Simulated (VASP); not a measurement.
# Cr (P6_3/mmc) in VASP: notebook

Cr is run at these levels: RPBE; tasks: single point.

Everything below comes from runs of VASP 6.6.1. Logs are shortened: lines on timing, memory, paths and dates and some standing lists are left out, and cuts for length are marked.

## (1) The cell of the first run

It takes space group P6_3/mmc (No. 194, hexagonal). Conventional cell: a = 2.520 Å, b = 2.520 Å, c = 8.854 Å, α = 90.00°, β = 90.00°, γ = 120.00°. Cr (site symmetry -3m) has 12 Cr at 2.52 to 2.65 Å within 3.3 Å. Within 3.3 Å of Cr (site symmetry -6m2) lie 12 Cr at 2.52 to 2.65 Å.

## (2) Single point, RPBE

Contents of INCAR:

```
SYSTEM = Cr
ALGO = Normal
EDIFF = 1E-7
ENCUT = 520
GGA = RP
ISIF = 2
ISMEAR = -1
LASPH = .True.
LCHARG = .True.
LELF = .True.
LREAL = .False.
LVHAR = .True.
LWAVE = .False.
NBANDS = 32
NELM = 60
PREC = Accurate
SIGMA = 0.1
```

Contents of KPOINTS:

```
k-points
0
Gamma
  14 14 4
  0 0 0
```

Contents of POSCAR:

```
Cr
1.0
    2.5195407505      0.0000000000      0.0000000000
   -1.2597703752      2.1819862958      0.0000000000
    0.0000000000      0.0000000000      8.8542024369
Cr
4
Direct
    1.0000000000      1.0000000000      1.0000000000
    0.0000000000      0.0000000000      0.5000000000
    0.3333333333      0.6666666667      0.2500000000
    0.6666666667      0.3333333333      0.7500000000
```

Potentials or basis: VASP PAW PBE potentials, release 64 (Cr_pv).

On the command line:

```console
cat potpaw_PBE.64/Cr_pv/POTCAR > POTCAR
mpirun -np 1 vasp_std > vasp.out
```

OUTCAR:

```text
SYSTEM = Cr
   EDIFF = 1E-7
   ENCUT = 520
   GGA = RP
   ISIF = 2
   ISMEAR = -1
   LASPH = .True.
   LREAL = .False.
   NELM = 60
   PREC = Accurate

 ion  position               nearest neighbor table
   1  0.000  0.000  0.000-   3 2.65   4 2.65   3 2.65   4 2.65   4 2.65   3 2.65
   2  0.000  0.000  0.500-   3 2.65   4 2.65   3 2.65   4 2.65   4 2.65   3 2.65
   3  0.333  0.667  0.250-   1 2.65   2 2.65   1 2.65   2 2.65   1 2.65   2 2.65
   4  0.667  0.333  0.750-   1 2.65   2 2.65   1 2.65   2 2.65   1 2.65   2 2.65

  LATTYP: Found a hexagonal cell.
 ALAT       =     2.5195407505
 C/A-ratio  =     3.5142128323

  Lattice vectors:

 A1 = (   2.5195407505,   0.0000000000,   0.0000000000)
 A2 = (  -1.2597703752,   2.1819862958,   0.0000000000)
 A3 = (   0.0000000000,   0.0000000000,   8.8542024369)

Analysis of symmetry for initial positions (statically):
=====================================================================
 Subroutine PRICEL returns:
 Original cell was already a primitive cell.

 Routine SETGRP: Setting up the symmetry group for a
 hexagonal supercell.

 Subroutine GETGRP returns: Found 24 space group operations
 (whereof 12 operations were pure point group operations)
 out of a pool of 24 trial point group operations.

The static configuration has the point symmetry D_3d.
 The point group associated with its full space group is D_6h.

Analysis of symmetry for dynamics (positions and initial velocities):
=====================================================================
 Subroutine PRICEL returns:
 Original cell was already a primitive cell.

 Routine SETGRP: Setting up the symmetry group for a
 hexagonal supercell.

 Subroutine GETGRP returns: Found 24 space group operations
 (whereof 12 operations were pure point group operations)
 out of a pool of 24 trial point group operations.

The dynamic configuration has the point symmetry D_3d.
 The point group associated with its full space group is D_6h.

 Subroutine INISYM returns: Found 24 space group operations
 (whereof 12 operations are pure point group operations),
 and found     1 'primitive' translations

----------------------------------------------------------------------------------------

                                     Primitive cell

  volume of cell :      48.6769

  direct lattice vectors                    reciprocal lattice vectors
[... 83 lines left out ...]
   ISTART =      0    job   : 0-new  1-cont  2-samecut
   ICHARG =      2    charge: 1-file 2-atom 10-const
   ISPIN  =      1    spin polarized calculation?
   LNONCOLLINEAR =      F non collinear calculations
   LSORBIT =      F    spin-orbit coupling
   LASPH  =      T    aspherical Exc in radial PAW
   ENCUT  =  520.0 eV  38.22 Ry    6.18 a.u.   4.68  4.68 16.46*2*pi/ulx,y,z
   NELM   =     60;   NELMIN=  2; NELMDL= -5     # of ELM steps
   EDIFF  = 0.1E-06   stopping-criterion for ELM
   LREAL  =      F    real-space projection
   EDIFFG = 0.1E-05   stopping-criterion for IOM
   NSW    =      0    number of steps for IOM
   IBRION =     -1    ionic relax: 0-MD 1-quasi-New 2-CG
   NFREE  =      0    steps in history (QN), initial steepest desc. (CG)
   ISIF   =      2    stress and relaxation
   ISYM   =      2    0-nonsym 1-usesym 2-fastsym
   POTIM  = 0.5000    time-step for ionic-motion
   TEBEG  =    0.0;   TEEND  =   0.0 temperature during run
   PSTRESS=    0.0 pullay stress
   NELECT =      48.0000    total number of electrons
   NUPDOWN=      -1.0000    fix difference up-down
   EMIN   =  10.00;   EMAX   =-10.00  energy-range for DOS
   EFERMI =   0.00;   METHOD = LEGACY
   ISMEAR =    -1;   SIGMA  =   0.10  broadening in eV -4-tet -1-fermi 0-gaus
   EFERMI_NEDOS =   21; number of points for ismear=-14 and -15
   IALGO  =     38    algorithm
   IMIX   =      4    mixing-type and parameters
     AMIX     =   0.40;   BMIX     =  1.00
     AMIX_MAG =   1.60;   BMIX_MAG =  1.00
  volume/ion in A,a.u.               =      12.17        82.12
  Fermi-wavevector in a.u.,A,eV,Ry     =   1.629475  3.079261 36.126024  2.655188
  Thomas-Fermi vector in A             =   2.721935
   LORBIT       =      0    0 simple, 1 ext, 2 COOP (PROOUT), +10 PAW based schemes
   GGA     = RP    functional components
   LHFCALC =     F    Hartree Fock is set to
   AEXX    =    0.0000 exact exchange contribution
   IVDW    =     0    specifies the selected vdW correction
   LEPSILON=     F    determine dielectric tensor
   LRPA    =     F    only Hartree local field effects (RPA)
 non-spin polarized calculation
  energy-cutoff  :      520.00
  volume of cell :       48.68
 maximum number of plane-waves:      1330
 NGX is ok and might be reduce to    20
   NGX =  9   NGY =  9   NGZ = 33

 number of electron      47.9999988 magnetization

 Free energy of the ion-electron system (eV)
  ---------------------------------------------------
  ext. energy  EPLUGINS =         0.00000000
  ---------------------------------------------------
  free energy    TOTEN  =       -34.51888820 eV

  energy without entropy =      -34.30043436  energy(sigma->0) =      -34.40966128

 E-fermi :  10.2007     XC(G=0): -13.2372

 val. band max:       10.2000926266   @ k =   0.0714  -0.0000   0.2500
 cond. band min:      10.2046341347   @ k =   0.2857   0.0714   0.2500
 fundamental gap:      0.0045415081
 Fermi energy:        10.2007079415

 k-point     1 :       0.0000    0.0000    0.0000
  band No.  band energies     occupation
      1     -33.1080      2.00000
      2     -32.7967      2.00000
      3     -32.7852      2.00000
      4     -32.4635      2.00000
      5     -32.3586      2.00000
      6     -32.3586      2.00000
[... 829 lines left out ...]
     31      12.2696      0.00000
     32      12.3741      0.00000

 [... further k-points ...]
[... 5 lines left out ...]
  --------------------------------------------------------------------------------------
  -------------------------------------------------------------------------------------
  Total       -0.1125883     -0.1125883     -0.0730504     -0.0000000     -0.0000000      0.0000000
  in kB       -3.7057923     -3.7057923     -2.4044203     -0.0000000     -0.0000000      0.0000000
  external PRESSURE =      -3.2720016 kB  Pullay stress =       0.0000000 kB

 VOLUME and BASIS-vectors are now :
 -----------------------------------------------------------------------------
  energy-cutoff  :      520.00
  volume of cell :       48.68
      direct lattice vectors                 reciprocal lattice vectors
     2.519540751  0.000000000  0.000000000     0.396897728  0.229149010  0.000000000
    -1.259770375  2.181986296  0.000000000     0.000000000  0.458298020  0.000000000
     0.000000000  0.000000000  8.854202437     0.000000000  0.000000000  0.112940720

 POSITION                                       TOTAL-FORCE (eV/Angst)
 -----------------------------------------------------------------------------------
      0.00000      0.00000      0.00000        -0.000000      0.000000      0.000000
      0.00000      0.00000      4.42710        -0.000000      0.000000      0.000000
     -0.00000      1.45466      2.21355         0.000000     -0.000000     -0.000000
      1.25977      0.72733      6.64065        -0.000000      0.000000     -0.000000
 -----------------------------------------------------------------------------------
    total drift:                                0.000000     -0.000000      0.000000

  FREE ENERGIE OF THE ION-ELECTRON SYSTEM (eV)
  ---------------------------------------------------
  free  energy   TOTEN  =       -34.5188882025 eV

  energy  without entropy=      -34.3004343616  energy(sigma->0) =      -34.40966128
```

stdout:

```text
POSCAR found type information on POSCAR Cr
 POSCAR found :  1 types and       4 ions
 scaLAPACK will be used
 -----------------------------------------------------------------------------
|                                                                             |
|                                                                             |
|     You enforced a specific xc type in the INCAR file but a different       |
|     I HOPE YOU KNOW WHAT YOU ARE DOING!                                     |
|                                                                             |
 -----------------------------------------------------------------------------

 LDA part: xc-table for (Slater+PW92), standard interpolation
 POSCAR, INCAR and KPOINTS ok, starting setup
 FFT: planning ... GRIDC
 FFT: planning ... GRID_SOFT
 FFT: planning ... GRID
 WAVECAR not read
 entering main loop
```

Wall time 57 s (1 thread of AMD EPYC 9R45 (Zen 5), shared host); peak memory 0.18 GiB.

What came out:

| Property | Result |
| --- | --- |
| Free energy | -34.5189 eV |
| Pressure | -0.3 GPa |
| Band gap on the k mesh | zero (band 24 reaches 11.10 eV, above the bottom of band 25 at 9.93 eV) |

Stress tensor (GPa, compression positive):
```
-0.37  0.00  0.00
 0.00 -0.37  0.00
 0.00  0.00 -0.24
```

Caveat: the PAW data sets were made with another functional, which shifts forces and pressure a little; the run has no spin polarisation, though such a crystal can be magnetic. Spin polarisation is off, so any magnetic state and its effect on volume and gap are missing.

## (3) Single point, RPBE (volume scaled by 0.88)

Contents of INCAR:

```
PREC     = Accurate       # precision mode
ENCUT    = 520            # plane-wave cutoff, eV
EDIFF    = 1E-6           # SCF threshold, eV
ISMEAR   = -1             # smearing method
SIGMA    = 0.1            # smearing width, eV
LREAL    = False          # projectors in reciprocal space
LASPH    = True           # aspherical terms in the spheres
NELM     = 60             # most SCF steps
ALGO     = Normal         # electronic algorithm
ISIF     = 2              # what is computed and relaxed
LWAVE    = False          # write WAVECAR
LCHARG   = False          # write CHGCAR
GGA      = RP             # functional
NBANDS   = 32             # bands
```

Contents of KPOINTS:

```
Automatic mesh
0
Gamma
  19 19 5
```

Contents of POSCAR:

```
Cr
1.0
    2.4144355165      0.0000000000      0.0000000000
   -1.2072177582      2.0909624931      0.0000000000
    0.0000000000      0.0000000000      8.4848402749
Cr
4
Direct
    1.0000000000      1.0000000000      1.0000000000
    0.0000000000      0.0000000000      0.5000000000
    0.3333333333      0.6666666667      0.2500000000
    0.6666666667      0.3333333333      0.7500000000
```

Potentials or basis: VASP PAW PBE potentials, release 64 (Cr_pv).

On the command line:

```console
cat potpaw_PBE.64/Cr_pv/POTCAR > POTCAR
mpirun -np 1 vasp_std > vasp.out
```

It took 62 s on 1 thread of AMD EPYC 9R45 (Zen 5), shared host; peak memory 0.21 GiB.

Results (log left out):

```
Free energy            : -33.9225 eV
Pressure               : 36.6 GPa
Band gap on the k mesh : zero (band 24 reaches 13.06 eV, above the bottom of band 25 at 11.61 eV)
```

Stress tensor (GPa, compression positive):
```
37.60  0.00  0.00
 0.00 37.60  0.00
 0.00  0.00 34.54
```

Levels at points of the mesh, in eV from the Fermi level:
| k point | band 22 | band 23 | band 24 | band 25 | band 26 | band 27 |
| --- | --- | --- | --- | --- | --- | --- |
| (0.00, 0.00, 0.00) | -0.45 | -0.45 | -0.25 | -0.25 | -0.12 | -0.12 |

Caveat: the PAW data sets were made with another functional, which shifts forces and pressure a little; the run has no spin polarisation, though such a crystal can be magnetic.

(Continued in part 2 of 2.)
